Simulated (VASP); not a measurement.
# SiC (wurtzite type) (P6_3mc) in VASP: a series of runs

Runs on SiC (wurtzite type). Level: PBE. Tasks: single point.

All numbers are computed with VASP 6.6.1; they aren't measurements. Logs are shortened: lines on timing, memory, paths and dates and some standing lists are left out, and cuts for length are marked.

## 1. The cell of the first run

Symmetry: P6_3mc, No. 186, hexagonal system. Conventional cell: a = 3.092 Å, b = 3.092 Å, c = 5.074 Å, α = 90.00°, β = 90.00°, γ = 120.00°. Si (site symmetry 3m) has 4 C at 1.89 to 1.91 Å within 2.5 Å. Within 2.5 Å of C (site symmetry 3m) lie 4 Si at 1.89 to 1.91 Å.

## 2. Single point, PBE

Input file INCAR:

```
PREC = Accurate
ENCUT = 520
EDIFF = 1E-6
ISMEAR = -1
SIGMA = 0.02
LREAL = F
LASPH = T
NELM = 100
ALGO = Normal
ISIF = 2
LWAVE = F
LCHARG = T
GGA = PE
LELF = T
LVHAR = T
NBANDS = 26
```

Input file KPOINTS:

```
regular mesh
0
Gamma
  8 5 5
```

Input file POSCAR:

```
SiC
1.0
   -1.5459590695      2.6776796548      0.0000000000
    0.0000000000      0.0000000000      5.0742764844
    4.6378772085      2.6776796548      0.0000000000
Si C
4 4
Direct
    0.5000000000      0.0000818710      0.1666666670
    0.0000000000      0.0000818710      0.6666666670
    0.0000000000      0.5000818710      0.3333333330
    0.5000000000      0.5000818710      0.8333333330
    0.5000000000      0.3759181290      0.1666666670
    0.0000000000      0.3759181290      0.6666666670
    0.0000000000      0.8759181290      0.3333333330
    0.5000000000      0.8759181290      0.8333333330
```

Potentials or basis: VASP PAW PBE potentials, release 64 (Si, C).

Run with:

```console
$ cat potpaw_PBE.64/Si/POTCAR potpaw_PBE.64/C/POTCAR > POTCAR
$ mpirun -np 1 vasp_std > vasp.out
```

OUTCAR:

```text
PREC = Accurate
   ENCUT = 520
   EDIFF = 1E-6
   ISMEAR = -1
   LREAL = F
   LASPH = T
   NELM = 100
   ISIF = 2
   GGA = PE

 ion  position               nearest neighbor table
   1  0.500  0.000  0.167-   7 1.89   7 1.89   8 1.89   5 1.91   2 3.09   2 3.09   2 3.09   2 3.09
                             3 3.10   3 3.10   3 3.10   3 3.10   4 3.10   4 3.10
   2  0.000  0.000  0.667-   8 1.89   8 1.89   7 1.89   6 1.91   1 3.09   1 3.09   1 3.09   1 3.09
                             4 3.10   4 3.10   4 3.10   4 3.10   3 3.10   3 3.10
   3  0.000  0.500  0.333-   5 1.89   5 1.89   6 1.89   7 1.91   4 3.09   4 3.09   4 3.09   4 3.09
                             1 3.10   1 3.10   1 3.10   1 3.10   2 3.10   2 3.10
   4  0.500  0.500  0.833-   6 1.89   6 1.89   5 1.89   8 1.91   3 3.09   3 3.09   3 3.09   3 3.09
                             2 3.10   2 3.10   2 3.10   2 3.10   1 3.10   1 3.10
   5  0.500  0.376  0.167-   3 1.89   3 1.89   4 1.89   1 1.91
   6  0.000  0.376  0.667-   4 1.89   4 1.89   3 1.89   2 1.91
   7  0.000  0.876  0.333-   1 1.89   1 1.89   2 1.89   3 1.91
   8  0.500  0.876  0.833-   2 1.89   2 1.89   1 1.89   4 1.91

  LATTYP: Found a simple orthorhombic cell.
 ALAT       =     3.0919181390
 B/A-ratio  =     1.6411419243
 C/A-ratio  =     1.7320508076

  Lattice vectors:

 A1 = (  -1.5459590695,   2.6776796548,   0.0000000000)
 A2 = (   0.0000000000,   0.0000000000,   5.0742764844)
 A3 = (   4.6378772085,   2.6776796548,   0.0000000000)

Analysis of symmetry for initial positions (statically):
=====================================================================
 Subroutine PRICEL returns following result:

  LATTYP: Found a hexagonal cell.
 ALAT       =     3.0919181390
 C/A-ratio  =     1.6411419243

  Lattice vectors:

 A1 = (   1.5459590695,   2.6776796548,   0.0000000000)
 A2 = (  -3.0919181390,   0.0000000000,   0.0000000000)
 A3 = (   0.0000000000,   0.0000000000,   5.0742764844)

   2 primitive cells build up your supercell.

 Routine SETGRP: Setting up the symmetry group for a
 simple orthorhombic supercell.

 Subroutine GETGRP returns: Found  4 space group operations
 (whereof  2 operations were pure point group operations)
 out of a pool of  8 trial point group operations.

The static configuration has the point symmetry C_1h.
 The point group associated with its full space group is C_2v.

Analysis of symmetry for dynamics (positions and initial velocities):
=====================================================================
 Subroutine PRICEL returns following result:

  LATTYP: Found a hexagonal cell.
 ALAT       =     3.0919181390
 C/A-ratio  =     1.6411419243

  Lattice vectors:

 A1 = (   1.5459590695,   2.6776796548,   0.0000000000)
 A2 = (  -3.0919181390,   0.0000000000,   0.0000000000)
 A3 = (   0.0000000000,   0.0000000000,   5.0742764844)

   2 primitive cells build up your supercell.

 Routine SETGRP: Setting up the symmetry group for a
 simple orthorhombic supercell.

 Subroutine GETGRP returns: Found  4 space group operations
 (whereof  2 operations were pure point group operations)
 out of a pool of  8 trial point group operations.

The dynamic configuration has the point symmetry C_1h.
 The point group associated with its full space group is C_2v.

 Subroutine INISYM returns: Found  4 space group operations
 (whereof  2 operations are pure point group operations),
 and found     2 'primitive' translations

----------------------------------------------------------------------------------------

                                     Primitive cell

  volume of cell :      42.0108

  direct lattice vectors                    reciprocal lattice vectors
     1.545959070  2.677679655  0.000000000     0.000000000  0.373457668  0.000000000
    -3.091918139  0.000000000  0.000000000    -0.323423828  0.186728834  0.000000000
     0.000000000  0.000000000  5.074276484     0.000000000  0.000000000  0.197072431

  length of vectors
     3.091918139  3.091918139  5.074276484     0.373457668  0.373457668  0.197072431

  position of ions in fractional coordinates (direct lattice)
     0.666666667  0.333333333  0.000081871
     0.333333333  0.666666667  0.500081871
     0.666666667  0.333333333  0.375918129
     0.333333333  0.666666667  0.875918129

  ion indices of the primitive-cell ions
   primitive index   ion index
                 1           1
                 2           4
                 3           5
                 4           8

----------------------------------------------------------------------------------------

 KPOINTS: regular mesh

Automatic generation of k-mesh.
 Grid dimensions read from file:
 generate k-points for:    8    5    5

 Generating k-lattice:

  Cartesian coordinates                     Fractional coordinates (reciprocal lattice)
    -0.020213989  0.035011656  0.000000000     0.125000000  0.000000000 -0.000000000
     0.000000000  0.000000000  0.039414486     0.000000000  0.200000000  0.000000000
     0.032342383  0.018672883  0.000000000    -0.000000000  0.000000000  0.200000000

  Length of vectors
     0.040427978  0.039414486  0.037345767

  Shift w.r.t. Gamma in fractional coordinates (k-lattice)
     0.000000000  0.000000000  0.000000000

 Subroutine IBZKPT returns following result:
 ===========================================

 Found     45 irreducible k-points:

 Following reciprocal coordinates:
            Coordinates               Weight
  0.000000  0.000000  0.000000      1.000000
  0.125000  0.000000  0.000000      2.000000
  0.250000  0.000000  0.000000      2.000000
  0.375000  0.000000  0.000000      2.000000
  0.500000  0.000000  0.000000      1.000000
  0.000000  0.200000  0.000000      2.000000
[... 16 lines left out ...]
  0.250000  0.200000  0.200000      8.000000
  0.375000  0.200000  0.200000      8.000000
 [... further k-points ...]
   k-points           NKPTS =     45   k-points in BZ     NKDIM =     45   number of bands    NBANDS=     26
   number of dos      NEDOS =    301   number of ions     NIONS =      8
   total plane-waves  NPLWV =  38400
   dimension x,y,z NGX =    24 NGY =   40 NGZ =   40
   dimension x,y,z NGXF=    48 NGYF=   80 NGZF=   80
   ions per type =               4   4
   NGX,Y,Z   is equivalent  to a cutoff of  12.90, 13.10, 12.42 a.u.
   NGXF,Y,Z  is equivalent  to a cutoff of  25.81, 26.21, 24.83 a.u.
 SYSTEM =  unknown system
   PREC   = accura    normal or accurate (medium, high low for compatibility)
   ISTART =      0    job   : 0-new  1-cont  2-samecut
   ICHARG =      2    charge: 1-file 2-atom 10-const
   ISPIN  =      1    spin polarized calculation?
   LNONCOLLINEAR =      F non collinear calculations
   LSORBIT =      F    spin-orbit coupling
   LASPH  =      T    aspherical Exc in radial PAW
   ENCUT  =  520.0 eV  38.22 Ry    6.18 a.u.   5.75  9.43  9.96*2*pi/ulx,y,z
   NELM   =    100;   NELMIN=  2; NELMDL= -5     # of ELM steps
   EDIFF  = 0.1E-05   stopping-criterion for ELM
   LREAL  =      F    real-space projection
   EDIFFG = 0.1E-04   stopping-criterion for IOM
   NSW    =      0    number of steps for IOM
   IBRION =     -1    ionic relax: 0-MD 1-quasi-New 2-CG
   NFREE  =      0    steps in history (QN), initial steepest desc. (CG)
   ISIF   =      2    stress and relaxation
   ISYM   =      2    0-nonsym 1-usesym 2-fastsym
   POTIM  = 0.5000    time-step for ionic-motion
   TEBEG  =    0.0;   TEEND  =   0.0 temperature during run
   PSTRESS=    0.0 pullay stress
   NELECT =      32.0000    total number of electrons
   NUPDOWN=      -1.0000    fix difference up-down
   EMIN   =  10.00;   EMAX   =-10.00  energy-range for DOS
   EFERMI =   0.00;   METHOD = LEGACY
   ISMEAR =    -1;   SIGMA  =   0.02  broadening in eV -4-tet -1-fermi 0-gaus
   EFERMI_NEDOS =   21; number of points for ismear=-14 and -15
   IALGO  =     38    algorithm
   IMIX   =      4    mixing-type and parameters
     AMIX     =   0.40;   BMIX     =  1.00
     AMIX_MAG =   1.60;   BMIX_MAG =  1.00
  volume/ion in A,a.u.               =      10.50        70.88
  Fermi-wavevector in a.u.,A,eV,Ry     =   1.186664  2.242471 19.159349  1.408172
  Thomas-Fermi vector in A             =   2.322832
   LORBIT       =      0    0 simple, 1 ext, 2 COOP (PROOUT), +10 PAW based schemes
   GGA     = PE    functional components
   LHFCALC =     F    Hartree Fock is set to
   AEXX    =    0.0000 exact exchange contribution
   IVDW    =     0    specifies the selected vdW correction
   LEPSILON=     F    determine dielectric tensor
   LRPA    =     F    only Hartree local field effects (RPA)
 non-spin polarized calculation
  energy-cutoff  :      520.00
  volume of cell :       84.02
 maximum number of plane-waves:      2281
 NGX is ok and might be reduce to    24
   NGX = 11   NGY = 19   NGZ = 19

 number of electron      31.9999998 magnetization

 Free energy of the ion-electron system (eV)
  ---------------------------------------------------
  ext. energy  EPLUGINS =         0.00000000
  ---------------------------------------------------
  free energy    TOTEN  =       -60.21961125 eV

  energy without entropy =      -60.21961125  energy(sigma->0) =      -60.21961125

 E-fermi :   8.4896     XC(G=0): -11.2826

 val. band max:        8.0843702271   @ k =   0.0000   0.0000   0.0000
 cond. band min:      10.4481847748   @ k =   0.3750   0.0000   0.0000
 fundamental gap:      2.3638145477
 Fermi energy:         8.4895789872

 k-point     1 :       0.0000    0.0000    0.0000
  band No.  band energies     occupation
      1      -7.3612      2.00000
      2      -4.0902      2.00000
      3      -3.8520      2.00000
      4      -2.6341      2.00000
      5      -0.5242      2.00000
      6       0.3606      2.00000
[... 18 lines left out ...]
     25      15.6999      0.00000
     26      16.9321      0.00000

 k-point     2 :       0.1250    0.0000    0.0000
  band No.  band energies     occupation
      1      -7.1606      2.00000
      2      -3.9125      2.00000
      3      -3.6813      2.00000
      4      -2.5843      2.00000
      5      -0.3410      2.00000
      6       0.5564      2.00000
[... 630 lines left out ...]
 k-point    24 :       0.3750    0.2000    0.2000
  band No.  band energies     occupation
      1      -5.2866      2.00000
      2      -3.4896      2.00000
      3      -2.9842      2.00000
      4      -2.5432      2.00000
      5       0.4676      2.00000
      6       0.9093      2.00000
[... 18 lines left out ...]
     25      16.9032      0.00000
     26      17.2217      0.00000

 [... further k-points ...]

------------------------ aborting loop because EDIFF is reached ----------------------------------------

  FORCE on cell =-STRESS in cart. coord.  units (eV):
  Direction    XX          YY          ZZ          XY          YZ          ZX
  --------------------------------------------------------------------------------------
  -------------------------------------------------------------------------------------
  Total       -0.0265818     -0.0220364     -0.0208655     -0.0039364      0.0000000     -0.0000000
  in kB       -0.5068791     -0.4202045     -0.3978769     -0.0750624      0.0000000     -0.0000000
  external PRESSURE =      -0.4416535 kB  Pullay stress =       0.0000000 kB

 VOLUME and BASIS-vectors are now :
 -----------------------------------------------------------------------------
  energy-cutoff  :      520.00
  volume of cell :       84.02
      direct lattice vectors                 reciprocal lattice vectors
    -1.545959070  2.677679655  0.000000000    -0.161711914  0.280093251  0.000000000
     0.000000000  0.000000000  5.074276484     0.000000000  0.000000000  0.197072431
     4.637877208  2.677679655  0.000000000     0.161711914  0.093364417  0.000000000

 POSITION                                       TOTAL-FORCE (eV/Angst)
 -----------------------------------------------------------------------------------
      0.00000      1.78512      0.00042         0.000236      0.000136      0.000098
      3.09192      1.78512      0.00042         0.000236      0.000136      0.000098
      1.54596      0.89256      2.53755        -0.000236     -0.000136      0.000098
      3.09192      3.57024      2.53755        -0.000236     -0.000136      0.000098
      0.00000      1.78512      1.90751         0.000335      0.000194     -0.000098
      3.09192      1.78512      1.90751         0.000335      0.000194     -0.000098
      1.54596      0.89256      4.44465        -0.000335     -0.000194     -0.000098
      3.09192      3.57024      4.44465        -0.000335     -0.000194     -0.000098
 -----------------------------------------------------------------------------------
    total drift:                               -0.000000     -0.000000      0.001079

  FREE ENERGIE OF THE ION-ELECTRON SYSTEM (eV)
  ---------------------------------------------------
  free  energy   TOTEN  =       -60.2196112507 eV

  energy  without entropy=      -60.2196112507  energy(sigma->0) =      -60.21961125
```

Run time: 41 s. Hardware: 1 thread of Intel Xeon 6975P-C (Granite Rapids), shared host; peak memory 0.21 GiB.

Results:

| Quantity | Value |
| --- | --- |
| Free energy | -60.2196 eV |
| Pressure | 0.0 GPa |
| Band gap on the k mesh | 2.36 eV |

## 3. Single point, PBE

Input file INCAR:

```
SYSTEM = SiC
ALGO = Normal
EDIFF = 1E-7
ENCUT = 520
GGA = PE
ISIF = 2
ISMEAR = -1
LASPH = .True.
LCHARG = .False.
LREAL = .False.
LWAVE = .False.
NBANDS = 26
NELM = 100
PREC = Accurate
SIGMA = 0.02
```

Input file KPOINTS:

```
k-points
0
Gamma
  8 5 5
  0 0 0
```

POSCAR is that of step 2.

Potentials or basis: VASP PAW PBE potentials, release 64 (Si, C).

Run with:

```console
$ cat potpaw_PBE.64/Si/POTCAR potpaw_PBE.64/C/POTCAR > POTCAR
$ mpirun -np 1 vasp_std > vasp.out
```

OUTCAR:

```text
SYSTEM = SiC
   EDIFF = 1E-7
   ENCUT = 520
   GGA = PE
   ISIF = 2
   ISMEAR = -1
   LASPH = .True.
   LREAL = .False.
   NELM = 100
   PREC = Accurate

 ion  position               nearest neighbor table
   1  0.500  0.000  0.167-   7 1.89   7 1.89   8 1.89   5 1.91   2 3.09   2 3.09   2 3.09   2 3.09
                             3 3.10   3 3.10   3 3.10   3 3.10   4 3.10   4 3.10
   2  0.000  0.000  0.667-   8 1.89   8 1.89   7 1.89   6 1.91   1 3.09   1 3.09   1 3.09   1 3.09
                             4 3.10   4 3.10   4 3.10   4 3.10   3 3.10   3 3.10
   3  0.000  0.500  0.333-   5 1.89   5 1.89   6 1.89   7 1.91   4 3.09   4 3.09   4 3.09   4 3.09
                             1 3.10   1 3.10   1 3.10   1 3.10   2 3.10   2 3.10
   4  0.500  0.500  0.833-   6 1.89   6 1.89   5 1.89   8 1.91   3 3.09   3 3.09   3 3.09   3 3.09
                             2 3.10   2 3.10   2 3.10   2 3.10   1 3.10   1 3.10
   5  0.500  0.376  0.167-   3 1.89   3 1.89   4 1.89   1 1.91
   6  0.000  0.376  0.667-   4 1.89   4 1.89   3 1.89   2 1.91
   7  0.000  0.876  0.333-   1 1.89   1 1.89   2 1.89   3 1.91
   8  0.500  0.876  0.833-   2 1.89   2 1.89   1 1.89   4 1.91

  LATTYP: Found a simple orthorhombic cell.
 ALAT       =     3.0919181390
[... 221 lines left out ...]
      2      -4.0902      2.00000
      3      -3.8520      2.00000
      4      -2.6340      2.00000
      5      -0.5242      2.00000
      6       0.3607      2.00000
[... 685 lines left out ...]
     25      16.9032      0.00000
     26      17.2217      0.00000

 [... further k-points ...]

------------------------ aborting loop because EDIFF is reached ----------------------------------------

  FORCE on cell =-STRESS in cart. coord.  units (eV):
  Direction    XX          YY          ZZ          XY          YZ          ZX
  --------------------------------------------------------------------------------------
  -------------------------------------------------------------------------------------
  Total       -0.0271104     -0.0225884     -0.0207754     -0.0039162      0.0000000      0.0000000
  in kB       -0.5169595     -0.4307300     -0.3961586     -0.0746770      0.0000000      0.0000000
  external PRESSURE =      -0.4479494 kB  Pullay stress =       0.0000000 kB

 VOLUME and BASIS-vectors are now :
 -----------------------------------------------------------------------------
  energy-cutoff  :      520.00
  volume of cell :       84.02
      direct lattice vectors                 reciprocal lattice vectors
    -1.545959070  2.677679655  0.000000000    -0.161711914  0.280093251  0.000000000
     0.000000000  0.000000000  5.074276484     0.000000000  0.000000000  0.197072431
     4.637877208  2.677679655  0.000000000     0.161711914  0.093364417  0.000000000

 POSITION                                       TOTAL-FORCE (eV/Angst)
 -----------------------------------------------------------------------------------
      0.00000      1.78512      0.00042         0.000236      0.000136      0.000077
      3.09192      1.78512      0.00042         0.000236      0.000136      0.000077
      1.54596      0.89256      2.53755        -0.000236     -0.000136      0.000077
      3.09192      3.57024      2.53755        -0.000236     -0.000136      0.000077
      0.00000      1.78512      1.90751         0.000339      0.000196     -0.000077
      3.09192      1.78512      1.90751         0.000339      0.000196     -0.000077
      1.54596      0.89256      4.44465        -0.000339     -0.000196     -0.000077
      3.09192      3.57024      4.44465        -0.000339     -0.000196     -0.000077
 -----------------------------------------------------------------------------------
    total drift:                               -0.000000     -0.000000      0.001216

  FREE ENERGIE OF THE ION-ELECTRON SYSTEM (eV)
  ---------------------------------------------------
  free  energy   TOTEN  =       -60.2196111770 eV

  energy  without entropy=      -60.2196111769  energy(sigma->0) =      -60.21961118
```

stdout:

```text
POSCAR found type information on POSCAR SiC
 POSCAR found :  2 types and       8 ions
 scaLAPACK will be used
 LDA part: xc-table for (Slater+PW92), standard interpolation
 POSCAR, INCAR and KPOINTS ok, starting setup
 FFT: planning ... GRIDC
 FFT: planning ... GRID_SOFT
 FFT: planning ... GRID
 WAVECAR not read
 entering main loop
```

It took 41 s on 1 thread of Intel Xeon 6975P-C (Granite Rapids), shared host; peak memory 0.21 GiB.

Results:

* Free energy: -60.2196 eV
* Pressure: 0.0 GPa
* Band gap on the k mesh: 2.36 eV

A k mesh can miss the band edges.
